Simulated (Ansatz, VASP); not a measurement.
## PBr in VASP and in Ansatz

INCAR

```
SYSTEM = PBr
ALGO     = Normal         ! electronic algorithm
EDIFF    = 1E-7           ! SCF threshold, eV
ENCUT    = 520            ! plane-wave cutoff, eV
GGA      = RP             ! functional
ISIF     = 2              ! what is computed and relaxed
ISMEAR   = -1             ! smearing method
LASPH    = .True.         ! aspherical terms in the spheres
LCHARG   = .False.        ! write CHGCAR
LREAL    = .False.        ! projectors in reciprocal space
LWAVE    = .False.        ! write WAVECAR
NBANDS   = 20             ! bands
NELM     = 100            ! most SCF steps
PREC     = Accurate       ! precision mode
SIGMA    = 0.05           ! smearing width, eV
```

File KPOINTS:

```
k-points
0
Gamma
  4 3 3
  0 0 0
```

Contents of POSCAR:

```
PBr
1.0
    4.9385630000      0.0000000000      0.0000000000
   -2.0623900000      5.1944970000      0.0000000000
   -0.6967810000     -0.6537650000      6.2332560000
Br P
2 2
Direct
    0.6657980000      0.8550130000      0.2427560000
    0.3342020000      0.1449870000      0.7572440000
    0.6407200000      0.4997570000      0.6318710000
    0.3592800000      0.5002430000      0.3681290000
```

File input.yaml:

```yaml
crystal:
  lattice:
    - [4.938563, 0.0, 0.0]
    - [-2.06239, 5.194497, 0.0]
    - [-0.696781, -0.653765, 6.233256]
  atoms:
    - { symbol: Br, position: [0.665798, 0.855013, 0.242756] }
    - { symbol: Br, position: [0.334202, 0.144987, 0.757244] }
    - { symbol: P, position: [0.64072, 0.499757, 0.631871] }
    - { symbol: P, position: [0.35928, 0.500243, 0.368129] }
hamiltonian:
  xc: rpbe
  pseudopotentials: { kind: paw }
kpoints:
  mp_grid: { grid: [4, 3, 3] }
  band_path:
    path:
      - [[0.0, 0.0, -0.5], [0.0, 0.0, 0.0], [0.0, 0.5, 0.0]]
      - [[0.0, 0.5, -0.5], [0.0, 0.0, 0.0], [0.5, -0.5, 0.0]]
      - [[0.5, -0.5, -0.5], [0.0, 0.0, 0.0], [0.5, 0.0, 0.0]]
      - [[0.5, 0.0, -0.5], [0.0, 0.0, 0.0]]
    npoints: 14
scf:
  occupations: { method: fermi_dirac, width: 0.05 }
  n_extra_bands: 10
output:
  forces: true
  stress: true
  eigenvalues: true
  fatbands: false
  write_density: true
  write_potential: true
  elf: true
  volumetric_format: npy
```

Alike in both runs: functional RPBE; k mesh 4 × 3 × 3; occupations fermi-dirac, width 0.05 eV; no spin polarisation.

```csv
,VASP,Ansatz
version,VASP 6.6.1,Ansatz 0.2.0
potentials or method,"VASP PAW PBE potentials, release 64 (Br, P)",Ansatz PAW
plane-wave cutoff (eV),520,420
valence electrons in the cell,24,24
task,single point,band structure
```

|  | VASP | Ansatz | Ansatz less VASP |
| --- | --- | --- | --- |
| gap on the k mesh at the Fermi level (eV) | 1.68 | 1.68 | +0.009 |
| least direct gap on the mesh (eV) | 1.68 | 1.68 | +0.009 |
| pressure (GPa) | 1.0 | 1.1 | +0.13 |
| traceless stress, the component that is largest in VASP (GPa) | -0.19 | -0.20 | -0.019 |
| rms of the force components (eV/Å) | 0.049 | 0.068 | +0.0197 |

VASP's potentials were made for PBE, not for RPBE. Atom by atom the forces differ by 0.047 eV/Å (rms over components).

Noted on Ansatz's run: the k mesh misses the band edges, so the gap on the mesh is wider than the one along the path.
